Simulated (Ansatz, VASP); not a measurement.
# One calculation of Bi2Te2O, two programs

```
Bi Te O
1.0
    -3.10119    3.10119    5.18386
     3.10119   -3.10119    5.18386
     3.10119    3.10119   -5.18386
Bi Te O
2 2 1
Direct
  0.79667 0.79667 0.00000
  0.20333 0.20333 0.00000
  0.50000 0.50000 0.00000
  0.25000 0.75000 0.50000
  0.00000 0.00000 0.00000
```

Alike in both runs: functional PBE; k mesh 4 × 4 × 4; occupations gaussian, width 0.1 eV; no spin polarisation.

Ansatz relaxed the structure, and its values are those at the end. VASP's run is a single point on that final structure, the one shown.

```csv
,VASP,Ansatz
version,VASP 6.6.1,Ansatz 0.2.0
potentials or method,"VASP PAW PBE potentials, release 64 (Bi_d, Te, O), cutoff 520 eV","scalar-relativistic, plane waves, PAW"
valence electrons in the cell,48,68
```

VASP gave:

| Item | Value |
| --- | --- |
| gap on the k mesh at the Fermi level (eV) | none |
| pressure (GPa) | 0.0 |
| rms of the force components (eV/Å) | 0.022 |

**Question.** Estimate Ansatz's values.

**Answer.** gap on the k mesh at the Fermi level (eV): none; pressure (GPa): 0.0; rms of the force components (eV/Å): 0.005.

A gap of «none» marks a metal or a gap that the smearing closes. VASP's potentials hold 48 valence electrons a cell and Ansatz's 68, so a difference there can come from the potentials and not from the codes.

Neither program's run includes spin-orbit coupling.
